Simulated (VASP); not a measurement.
Crystal: ZnSe (Stilleite).

```
Se Zn
1.0
     0.00000    2.88938    2.88938
     2.88938    0.00000    2.88938
     2.88938    2.88938    0.00000
Se Zn
1 1
Direct
  0.75000 0.75000 0.75000
  0.00000 0.00000 0.00000
```

Base run:

```yaml
Program: VASP 6.6.1
Functional: PBEsol
Dispersion: D3(BJ)
Potentials_or_basis: VASP PAW PBE potentials, release 64 (Se, Zn)
Cutoff: 520 eV
k_mesh: 8 × 8 × 8
Occupations: fermi-dirac, width 0.05 eV
Spin: no spin polarisation
```

Its results: band gap on the k mesh 0.95 eV, direct; pressure -5.7 GPa.

Task: The run is repeated on the same cell with these changes: dispersion from D3(BJ) to none. What comes out?

Result: Band gap on the k mesh 0.95 eV, direct; pressure -4.0 GPa.

Dispersion adds attraction, which lowers the pressure at fixed volume and, as a term added to the energy, leaves the levels alone.

Caveats: the PAW data sets were made with another functional, which shifts forces and pressure a little.

